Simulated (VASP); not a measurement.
Write the native input for VASP 6.6.1 that does the following.

```
Task                   : single point
Functional             : PBEsol
Potentials or basis    : VASP PAW PBE potentials, release 64 (Ti_sv, Al)
Cutoff                 : 520 eV
k mesh                 : 12 × 12 × 12
Occupations            : gaussian, width 0.15 eV
Spin                   : collinear spin
Starting moments       : [0.8, 0.8, 0.8, 0.0] μB
Fixed moment           : 2.4 μB
Dipole correction      : no
Further INCAR settings : ALGO = Fast; EDIFF = 1e-06; NBANDS = 32
```

The structure of Ti3Al lies in POSCAR:

```
Ti3Al
1.0
    0.0000000000      3.3188998145      3.3188998145
    3.3188998145      0.0000000000      3.3188998145
    3.3188998145      3.3188998145      0.0000000000
Ti Al
3 1
Direct
    0.7500000000      0.7500000000      0.7500000000
    0.2500000000      0.2500000000      0.2500000000
    0.0000000000      0.0000000000      0.0000000000
    0.5000000000      0.5000000000      0.5000000000
```

The input as run:

INCAR

```
PREC     = Accurate       # precision mode
ENCUT    = 520            # plane-wave cutoff, eV
EDIFF    = 1E-6           # SCF threshold, eV
ISMEAR   = 0              # smearing method
SIGMA    = 0.15           # smearing width, eV
LREAL    = False          # projectors in reciprocal space
LASPH    = True           # aspherical terms in the spheres
NELM     = 150            # most SCF steps
ALGO     = Fast           # electronic algorithm
ISIF     = 2              # what is computed and relaxed
LWAVE    = False          # write WAVECAR
LCHARG   = False          # write CHGCAR
ISPIN    = 2              # spin polarisation
MAGMOM   = 0.8 0.8 0.8 0  # initial moments
LORBIT   = 11             # projections on sites
NUPDOWN  = 2.4            # fixed moment
LMAXMIX  = 4              # l up to which the mixer works
GGA      = PS             # functional
NBANDS   = 32             # bands
```

KPOINTS

```
Automatic mesh
0
Gamma
  12 12 12
```

Potentials or basis: VASP PAW PBE potentials, release 64 (Ti_sv, Al).

Command:

```console
$ cat potpaw_PBE.64/Ti_sv/POTCAR potpaw_PBE.64/Al/POTCAR > POTCAR
$ mpirun -np 1 vasp_std > vasp.out
```

Results of the run:

```yaml
Pressure: -10.7 GPa
Net_moment: 2.40 μB per cell
Site_moments: Ti +0.35, +1.06 (each value once); Al -0.02 μB
Valence_electrons_inside_the_program's_atomic_spheres: Ti 10.16, 10.24 (each value once); Al 0.78
```

Caveat: the cell stands under tension; the PAW data sets were made with another functional, which shifts forces and pressure a little; the total moment is fixed, so each spin has its own Fermi level.

Wall time 7.9 min on 1 thread of Intel(R) Xeon(R) 6975P-C (Granite Rapids), with other jobs on the host, peak memory 0.4 GiB.
